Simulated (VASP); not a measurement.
# CdSe in VASP: a series of runs

The runs below take CdSe through single point, with LDA.

All numbers are computed with VASP 6.6.1; they aren't measurements. Logs are shortened: lines on timing, memory, paths and dates and some standing lists are left out, and cuts for length are marked.

**1. The cell of the first run**

The structure is cubic, space group Fm-3m (No. 225). Conventional cell: a = 5.748 Å, b = 5.748 Å, c = 5.748 Å, α = 90.00°, β = 90.00°, γ = 90.00°. Cd (site symmetry m-3m) has 6 Se at 2.87 Å within 3.8 Å. Se (site symmetry m-3m) has 6 Cd at 2.87 Å within 3.8 Å.

**2. Single point, LDA**

The input, INCAR:

```
ALGO     = Normal         # electronic algorithm
EDIFF    = 1E-6           # SCF threshold, eV
ENCUT    = 520            # plane-wave cutoff, eV
GGA      = CA             # functional
ISIF     = 2              # what is computed and relaxed
ISMEAR   = -1             # smearing method
LASPH    = True           # aspherical terms in the spheres
LCHARG   = False          # write CHGCAR
LREAL    = False          # projectors in reciprocal space
LWAVE    = False          # write WAVECAR
NBANDS   = 16             # bands
NELM     = 100            # most SCF steps
PREC     = Accurate       # precision mode
SIGMA    = 0.05           # smearing width, eV
```

The input, KPOINTS:

```
k-points
0
Gamma
  6 6 6
```

The input, POSCAR:

```
CdSe
1.0
    0.0000000000      2.8739580000      2.8739580000
    2.8739580000      0.0000000000      2.8739580000
    2.8739580000      2.8739580000      0.0000000000
Cd Se
1 1
Direct
    0.0000000000      0.0000000000      0.0000000000
    0.5000000000      0.5000000000      0.5000000000
```

Potentials or basis: VASP PAW LDA potentials, release 64 (Cd, Se).

Run with:

```bash
> cat potpaw_LDA.64/Cd/POTCAR potpaw_LDA.64/Se/POTCAR > POTCAR
> mpirun -np 1 vasp_std > vasp.out
```

OUTCAR:

```text
EDIFF = 1E-6
   ENCUT = 520
   GGA = CA
   ISIF = 2
   ISMEAR = -1
   LASPH = True
   LREAL = False
   NELM = 100
   PREC = Accurate

 ion  position               nearest neighbor table
   1  0.000  0.000  0.000-   2 2.87   2 2.87   2 2.87   2 2.87   2 2.87   2 2.87
   2  0.500  0.500  0.500-   1 2.87   1 2.87   1 2.87   1 2.87   1 2.87   1 2.87

  LATTYP: Found a face centered cubic cell.
 ALAT       =     5.7479160000

  Lattice vectors:

 A1 = (   0.0000000000,   2.8739580000,   2.8739580000)
 A2 = (   2.8739580000,   0.0000000000,   2.8739580000)
 A3 = (   2.8739580000,   2.8739580000,   0.0000000000)

Analysis of symmetry for initial positions (statically):
=====================================================================
 Subroutine PRICEL returns:
 Original cell was already a primitive cell.

 Routine SETGRP: Setting up the symmetry group for a
 face centered cubic supercell.

 Subroutine GETGRP returns: Found 48 space group operations
 (whereof 48 operations were pure point group operations)
 out of a pool of 48 trial point group operations.

The static configuration has the point symmetry O_h .

Analysis of symmetry for dynamics (positions and initial velocities):
=====================================================================
 Subroutine PRICEL returns:
 Original cell was already a primitive cell.

 Routine SETGRP: Setting up the symmetry group for a
 face centered cubic supercell.

 Subroutine GETGRP returns: Found 48 space group operations
 (whereof 48 operations were pure point group operations)
 out of a pool of 48 trial point group operations.

The dynamic configuration has the point symmetry O_h .

 Subroutine INISYM returns: Found 48 space group operations
 (whereof 48 operations are pure point group operations),
 and found     1 'primitive' translations

----------------------------------------------------------------------------------------

                                     Primitive cell

  volume of cell :      47.4757

  direct lattice vectors                    reciprocal lattice vectors
     0.000000000  2.873958000  2.873958000    -0.173976098  0.173976098  0.173976098
     2.873958000  0.000000000  2.873958000     0.173976098 -0.173976098  0.173976098
     2.873958000  2.873958000  0.000000000     0.173976098  0.173976098 -0.173976098

  length of vectors
     4.064390381  4.064390381  4.064390381     0.301335442  0.301335442  0.301335442

  position of ions in fractional coordinates (direct lattice)
     0.000000000  0.000000000  0.000000000
     0.500000000  0.500000000  0.500000000

  ion indices of the primitive-cell ions
   primitive index   ion index
                 1           1
                 2           2

----------------------------------------------------------------------------------------

 KPOINTS: k-points

Automatic generation of k-mesh.
 Grid dimensions read from file:
 generate k-points for:    6    6    6

 Generating k-lattice:

  Cartesian coordinates                     Fractional coordinates (reciprocal lattice)
    -0.028996016  0.028996016  0.028996016     0.166666667  0.000000000  0.000000000
     0.028996016 -0.028996016  0.028996016     0.000000000  0.166666667  0.000000000
     0.028996016  0.028996016 -0.028996016     0.000000000  0.000000000  0.166666667

  Length of vectors
     0.050222574  0.050222574  0.050222574

  Shift w.r.t. Gamma in fractional coordinates (k-lattice)
     0.000000000  0.000000000  0.000000000

 Subroutine IBZKPT returns following result:
 ===========================================

 Found     16 irreducible k-points:

 Following reciprocal coordinates:
            Coordinates               Weight
  0.000000  0.000000  0.000000      1.000000
  0.166667  0.000000  0.000000      8.000000
  0.333333  0.000000  0.000000      8.000000
  0.500000  0.000000  0.000000      4.000000
  0.166667  0.166667  0.000000      6.000000
  0.333333  0.166667  0.000000     24.000000
[... 8 lines left out ...]
 -0.333333  0.333333  0.166667     24.000000
 -0.333333  0.500000  0.166667     12.000000
   k-points           NKPTS =     16   k-points in BZ     NKDIM =     16   number of bands    NBANDS=     16
   number of dos      NEDOS =    301   number of ions     NIONS =      2
   total plane-waves  NPLWV =  27000
   dimension x,y,z NGX =    30 NGY =   30 NGZ =   30
   dimension x,y,z NGXF=    60 NGYF=   60 NGZF=   60
   ions per type =               1   1
   NGX,Y,Z   is equivalent  to a cutoff of  12.27, 12.27, 12.27 a.u.
   NGXF,Y,Z  is equivalent  to a cutoff of  24.54, 24.54, 24.54 a.u.
 SYSTEM =  unknown system
   PREC   = accura    normal or accurate (medium, high low for compatibility)
   ISTART =      0    job   : 0-new  1-cont  2-samecut
   ICHARG =      2    charge: 1-file 2-atom 10-const
   ISPIN  =      1    spin polarized calculation?
   LNONCOLLINEAR =      F non collinear calculations
   LSORBIT =      F    spin-orbit coupling
[... 25 lines left out ...]
  Fermi-wavevector in a.u.,A,eV,Ry     =   1.184882  2.239103 19.101849  1.403946
  Thomas-Fermi vector in A             =   2.321088
   LORBIT       =      0    0 simple, 1 ext, 2 COOP (PROOUT), +10 PAW based schemes
   GGA     = CA    functional components
   LHFCALC =     F    Hartree Fock is set to
   AEXX    =    0.0000 exact exchange contribution
   IVDW    =     0    specifies the selected vdW correction
   LEPSILON=     F    determine dielectric tensor
   LRPA    =     F    only Hartree local field effects (RPA)
 non-spin polarized calculation
  energy-cutoff  :      520.00
  volume of cell :       47.48
 maximum number of plane-waves:      1303
   NGX = 15   NGY = 15   NGZ = 15

 number of electron      18.0000005 magnetization

 Free energy of the ion-electron system (eV)
  ---------------------------------------------------
  ext. energy  EPLUGINS =         0.00000000
  ---------------------------------------------------
  free energy    TOTEN  =        -6.52334581 eV

  energy without entropy =       -6.51765624  energy(sigma->0) =       -6.52050103

 E-fermi :   2.2092     XC(G=0): -10.3254

 val. band max:        2.1306523823   @ k =  -0.1667   0.1667   0.0000
 cond. band min:       2.9690046945   @ k =   0.5000   0.3333   0.0000
 fundamental gap:      0.8383523122
 Fermi energy:         2.2091580168

 k-point     1 :       0.0000    0.0000    0.0000
  band No.  band energies     occupation
      1     -10.7614      2.00000
      2      -5.7416      2.00000
      3      -5.7416      2.00000
      4      -5.7219      2.00000
      5      -5.7219      2.00000
      6      -5.7219      2.00000
[... 8 lines left out ...]
     15      11.7103      0.00000
     16      11.7103      0.00000

 k-point     2 :       0.1667    0.0000    0.0000
  band No.  band energies     occupation
      1     -10.5682      2.00000
      2      -5.7965      2.00000
      3      -5.7965      2.00000
      4      -5.7393      2.00000
      5      -5.6892      2.00000
      6      -5.6892      2.00000
[... 8 lines left out ...]
     15      11.6861      0.00000
     16      11.6861      0.00000

 k-point     3 :       0.3333    0.0000    0.0000
  band No.  band energies     occupation
      1     -10.1193      2.00000
      2      -5.9069      2.00000
      3      -5.9069      2.00000
      4      -5.8070      2.00000
      5      -5.6183      2.00000
      6      -5.6183      2.00000
[... 8 lines left out ...]
     15      13.2450      0.00000
     16      13.2450      0.00000

 k-point     4 :       0.5000    0.0000    0.0000
  band No.  band energies     occupation
      1      -9.8494      2.00000
      2      -5.9605      2.00000
      3      -5.9605      2.00000
      4      -5.8746      2.00000
      5      -5.5822      2.00000
      6      -5.5822      2.00000
[... 8 lines left out ...]
     15      15.0164      0.00000
     16      15.0164      0.00000
[... 172 lines left out ...]
 k-point    14 :       0.5000    0.3333    0.1667
  band No.  band energies     occupation
      1      -9.9781      2.00000
      2      -5.8328      2.00000
      3      -5.7643      2.00000
      4      -5.7458      2.00000
      5      -5.5889      2.00000
      6      -5.5076      2.00000
[... 8 lines left out ...]
     15      15.3329      0.00000
     16      15.8727      0.00000

 k-point    15 :      -0.3333    0.3333    0.1667
  band No.  band energies     occupation
      1      -9.8648      2.00000
      2      -5.8716      2.00000
      3      -5.7364      2.00000
      4      -5.7190      2.00000
      5      -5.5567      2.00000
      6      -5.3880      2.00000
[... 8 lines left out ...]
     15      13.6095      0.00000
     16      16.4604      0.00000

 k-point    16 :      -0.3333    0.5000    0.1667
  band No.  band energies     occupation
      1      -9.8989      2.00000
      2      -5.7885      2.00000
      3      -5.7777      2.00000
      4      -5.6322      2.00000
      5      -5.5303      2.00000
      6      -5.1711      2.00000
[... 8 lines left out ...]
     15      15.0298      0.00000
     16      17.0756      0.00000

------------------------ aborting loop because EDIFF is reached ----------------------------------------

  FORCE on cell =-STRESS in cart. coord.  units (eV):
  Direction    XX          YY          ZZ          XY          YZ          ZX
  --------------------------------------------------------------------------------------
  -------------------------------------------------------------------------------------
  Total       -1.6281999     -1.6281999     -1.6281999     -0.0000000      0.0000000     -0.0000000
  in kB      -54.9473886    -54.9473886    -54.9473886     -0.0000000      0.0000000     -0.0000000
  external PRESSURE =     -54.9473886 kB  Pullay stress =       0.0000000 kB

 VOLUME and BASIS-vectors are now :
 -----------------------------------------------------------------------------
  energy-cutoff  :      520.00
  volume of cell :       47.48
      direct lattice vectors                 reciprocal lattice vectors
     0.000000000  2.873958000  2.873958000    -0.173976098  0.173976098  0.173976098
     2.873958000  0.000000000  2.873958000     0.173976098 -0.173976098  0.173976098
     2.873958000  2.873958000  0.000000000     0.173976098  0.173976098 -0.173976098

 POSITION                                       TOTAL-FORCE (eV/Angst)
 -----------------------------------------------------------------------------------
      0.00000      0.00000      0.00000         0.000000     -0.000000     -0.000000
      2.87396      2.87396      2.87396        -0.000000      0.000000      0.000000
 -----------------------------------------------------------------------------------
    total drift:                               -0.000000      0.000000      0.000000

  FREE ENERGIE OF THE ION-ELECTRON SYSTEM (eV)
  ---------------------------------------------------
  free  energy   TOTEN  =        -6.5233458104 eV

  energy  without entropy=       -6.5176562420  energy(sigma->0) =       -6.52050103
```

Run time: 9.3 s. Hardware: 1 thread of Intel Xeon Platinum 8375C at 2.90GHz (Ice Lake), shared host; peak memory 0.14 GiB.

Results:

```
Free energy            : -6.5233 eV
Pressure               : -5.5 GPa
Band gap on the k mesh : zero (band 9 reaches 2.13 eV, above the bottom of band 10 at 1.52 eV)
```

**3. Single point, LDA**

The input, INCAR:

```
SYSTEM = CdSe
PREC     = Accurate       ! precision mode
ENCUT    = 520            ! plane-wave cutoff, eV
EDIFF    = 1E-6           ! SCF threshold, eV
ISMEAR   = -1             ! smearing method
SIGMA    = 0.05           ! smearing width, eV
LREAL    = .FALSE.        ! projectors in reciprocal space
LASPH    = .TRUE.         ! aspherical terms in the spheres
NELM     = 100            ! most SCF steps
ALGO     = Normal         ! electronic algorithm
ISIF     = 2              ! what is computed and relaxed
LWAVE    = .FALSE.        ! write WAVECAR
LCHARG   = .FALSE.        ! write CHGCAR
GGA      = CA             ! functional
NBANDS   = 16             ! bands
```

The input, KPOINTS:

```
Automatic mesh
0
G
  6 6 6
  0 0 0
```

The input, POSCAR:

```
CdSe
1.0
   -0.0143697900      2.8739580000      2.8739580000
    2.8739580000     -0.0143697900      2.8739580000
    2.8595882100      2.8595882100      0.0000000000
Cd Se
1 1
Direct
    0.0000000000      0.0000000000      0.0000000000
    0.5000000000      0.5000000000      0.5000000000
```

Potentials or basis: VASP PAW LDA potentials, release 64 (Cd, Se).

Run with:

```bash
> cat potpaw_LDA.64/Cd/POTCAR potpaw_LDA.64/Se/POTCAR > POTCAR
> mpirun -np 1 vasp_std > vasp.out
```

It took 25 s on 1 thread of Intel Xeon Platinum 8375C at 2.90GHz (Ice Lake), shared host; peak memory 0.16 GiB.

It converged, with:

- Free energy: -6.5230 eV
- Pressure: -5.5 GPa
- Band gap on the k mesh: zero (band 9 reaches 2.15 eV, above the bottom of band 10 at 1.52 eV)

Stress tensor (GPa, compression positive):
```
-5.50  0.24  0.00
 0.24 -5.50  0.00
 0.00  0.00 -5.49
```

Levels at points of the mesh, in eV from the Fermi level:
```tsv
k point	band 6	band 7	band 8	band 9	band 10	band 11	band 12	band 13
(0.00, 0.00, 0.00)	-7.93	-0.70	-0.66	-0.62	-0.18	8.51	8.58	8.65
(0.50, 0.00, 0.00)	-7.79	-5.06	-0.08	-0.06	2.85	5.10	5.15	5.72
(0.50, 0.50, 0.00)	-7.27	-4.16	-2.17	-2.06	-0.69	5.37	9.49	10.04
(0.00, 0.00, 0.50)	-7.79	-5.02	-0.10	-0.09	2.80	5.03	5.08	5.68
(0.50, 0.00, 0.50)	-7.27	-4.16	-2.11	-2.11	-0.69	5.37	9.47	10.05
```

**4. Single point, LDA**

The input, INCAR:

```
SYSTEM = CdSe
PREC = Accurate
ENCUT = 520
EDIFF = 1E-7
ISMEAR = -1
SIGMA = 0.05
LREAL = .FALSE.
LASPH = .TRUE.
NELM = 80
ALGO = Normal
ISIF = 2
LWAVE = .FALSE.
LCHARG = .FALSE.
NBANDS = 16
```

KPOINTS is that of step 3.

The input, POSCAR:

```
CdSe
1.0
   -0.0071848950      2.8739580000      2.8739580000
    2.8739580000     -0.0071848950      2.8739580000
    2.8667731050      2.8667731050      0.0000000000
Cd Se
1 1
Direct
    0.0000000000      0.0000000000      0.0000000000
    0.5000000000      0.5000000000      0.5000000000
```

Run with:

```bash
> cat potpaw_LDA.64/Cd/POTCAR potpaw_LDA.64/Se/POTCAR > POTCAR
> mpirun -np 1 vasp_std > vasp.out
```

Wall time 27 s (1 thread of Intel Xeon Platinum 8375C at 2.90GHz (Ice Lake), shared host); peak memory 0.16 GiB.

The run converged. Its results:

* Free energy: -6.5233 eV
* Pressure: -5.5 GPa
* Band gap on the k mesh: zero (band 9 reaches 2.14 eV, above the bottom of band 10 at 1.52 eV)

Stress tensor (GPa, compression positive):
```
-5.50  0.12  0.00
 0.12 -5.50  0.00
 0.00  0.00 -5.50
```

Levels at points of the mesh, in eV from the Fermi level:
| k point | band 6 | band 7 | band 8 | band 9 | band 10 | band 11 | band 12 | band 13 |
| --- | --- | --- | --- | --- | --- | --- | --- | --- |
| (0.00, 0.00, 0.00) | -7.93 | -0.68 | -0.66 | -0.64 | -0.18 | 8.55 | 8.58 | 8.62 |
| (0.50, 0.00, 0.00) | -7.79 | -5.05 | -0.08 | -0.07 | 2.84 | 5.10 | 5.12 | 5.71 |
| (0.50, 0.50, 0.00) | -7.27 | -4.16 | -2.14 | -2.09 | -0.69 | 5.37 | 9.49 | 10.05 |
| (0.00, 0.00, 0.50) | -7.79 | -5.03 | -0.09 | -0.09 | 2.81 | 5.06 | 5.09 | 5.70 |
| (0.50, 0.00, 0.50) | -7.27 | -4.16 | -2.11 | -2.11 | -0.69 | 5.37 | 9.48 | 10.05 |

**5. Single point, LDA**

The input, INCAR:

```
SYSTEM = CdSe
ALGO = Normal ; EDIFF = 1E-6
ENCUT = 520 ; ISIF = 2
ISMEAR = -1 ; LASPH = .True.
LCHARG = .False. ; LREAL = .False.
LWAVE = .False. ; NBANDS = 16
NELM = 60 ; PREC = Accurate
SIGMA = 0.05
```

The input, KPOINTS:

```
k-points
0
Gamma
  6 6 6
  0 0 0
```

The input, POSCAR:

```
CdSe
1.0
    0.0071848950      2.8739580000      2.8739580000
    2.8739580000      0.0071848950      2.8739580000
    2.8811428950      2.8811428950      0.0000000000
Cd Se
1 1
Direct
    0.0000000000      0.0000000000      0.0000000000
    0.5000000000      0.5000000000      0.5000000000
```

Run with:

```bash
> cat potpaw_LDA.64/Cd/POTCAR potpaw_LDA.64/Se/POTCAR > POTCAR
> mpirun -np 1 vasp_std > vasp.out
```

It took 26 s on 1 thread of Intel Xeon Platinum 8375C at 2.90GHz (Ice Lake), shared host; peak memory 0.16 GiB.

Results (log left out):

```
Free energy            : -6.5233 eV
Pressure               : -5.5 GPa
Band gap on the k mesh : zero (band 9 reaches 2.14 eV, above the bottom of band 10 at 1.52 eV)
```

Stress tensor (GPa, compression positive):
```
-5.49 -0.12  0.00
-0.12 -5.49  0.00
 0.00  0.00 -5.49
```

Levels at points of the mesh, in eV from the Fermi level:
```
           k point  band 5  band 6  band 7  band 8  band 9  band 10  band 11  band 12  band 13  band 14
(0.00, 0.00, 0.00)   -7.93   -7.93   -0.68   -0.66   -0.64    -0.18     8.55     8.58     8.62     9.50
(0.50, 0.00, 0.00)   -7.79   -7.79   -5.03   -0.09   -0.09     2.81     5.06     5.09     5.70    11.05
(0.50, 0.50, 0.00)   -7.74   -7.27   -4.16   -2.14   -2.09    -0.69     5.37     9.49    10.05    10.06
(0.00, 0.00, 0.50)   -7.79   -7.79   -5.05   -0.08   -0.07     2.84     5.10     5.12     5.71    11.05
(0.50, 0.00, 0.50)   -7.74   -7.27   -4.16   -2.11   -2.11    -0.68     5.37     9.48    10.05    10.05
```

**6. Single point, LDA**

The input, INCAR:

```
SYSTEM = CdSe
  PREC = Accurate
  ENCUT = 520
  EDIFF = 1E-6
  ISMEAR = -1
  SIGMA = 0.05
  LREAL = .False.
  LASPH = .True.
  NELM = 80
  ALGO = Normal
  ISIF = 2
  LWAVE = .False.
  LCHARG = .True.
  LELF = .True.
  LVHAR = .True.
  NBANDS = 16
```

The input, KPOINTS:

```
Automatic mesh
0
Gamma
  6 6 6
  0 0 0
```

The input, POSCAR:

```
CdSe
1.0
    0.0143697900      2.8739580000      2.8739580000
    2.8739580000      0.0143697900      2.8739580000
    2.8883277900      2.8883277900      0.0000000000
Cd Se
1 1
Direct
    0.0000000000      0.0000000000      0.0000000000
    0.5000000000      0.5000000000      0.5000000000
```

Potentials or basis: VASP PAW LDA potentials, release 64 (Cd, Se).

Run with:

```bash
> cat potpaw_LDA.64/Cd/POTCAR potpaw_LDA.64/Se/POTCAR > POTCAR
> mpirun -np 1 vasp_std > vasp.out
```

It took 25 s on 1 thread of Intel Xeon Platinum 8375C at 2.90GHz (Ice Lake), shared host; peak memory 0.17 GiB.

The run converged. Its results:

- Free energy: -6.5230 eV
- Pressure: -5.5 GPa
- Band gap on the k mesh: zero (band 9 reaches 2.15 eV, above the bottom of band 10 at 1.52 eV)

Stress tensor (GPa, compression positive):
```
-5.50 -0.24  0.00
-0.24 -5.50  0.00
 0.00  0.00 -5.49
```

Levels at points of the mesh, in eV from the Fermi level:
| k point | band 7 | band 8 | band 9 | band 10 | band 11 | band 12 |
| --- | --- | --- | --- | --- | --- | --- |
| (0.00, 0.00, 0.00) | -0.70 | -0.66 | -0.62 | -0.18 | 8.51 | 8.58 |
| (0.50, 0.00, 0.00) | -5.02 | -0.10 | -0.09 | 2.80 | 5.03 | 5.08 |
| (0.50, 0.50, 0.00) | -4.16 | -2.17 | -2.06 | -0.69 | 5.37 | 9.49 |
| (0.00, 0.00, 0.50) | -5.06 | -0.08 | -0.06 | 2.85 | 5.10 | 5.15 |
| (0.50, 0.00, 0.50) | -4.16 | -2.11 | -2.11 | -0.69 | 5.37 | 9.47 |

**7. Overview**

| cell | gap on the mesh (eV) | pressure (GPa) |
| --- | --- | --- |
| a = 4.064 Å, angles 60.0°, 2 atoms | none | -5.5 |
| a = 4.064, b = 4.064, c = 4.044 Å, angles 60.2, 60.2, 60.3°, 2 atoms | none | -5.5 |
| a = 4.064, b = 4.064, c = 4.054 Å, angles 60.1, 60.1, 60.2°, 2 atoms | none | -5.5 |
| a = 4.064, b = 4.064, c = 4.075 Å, angles 59.9, 59.9, 59.8°, 2 atoms | none | -5.5 |
| a = 4.064, b = 4.064, c = 4.085 Å, angles 59.8, 59.8, 59.7°, 2 atoms | none | -5.5 |

Alike in all rows: task single point; level LDA; potentials or basis VASP PAW LDA potentials, release 64 (Cd, Se); no spin polarisation; k mesh 6 × 6 × 6; cutoff (eV) 520; smearing fermi-dirac 0.05 eV.

Total energies depend on the potentials used, so only differences within one code and one set of settings carry meaning.
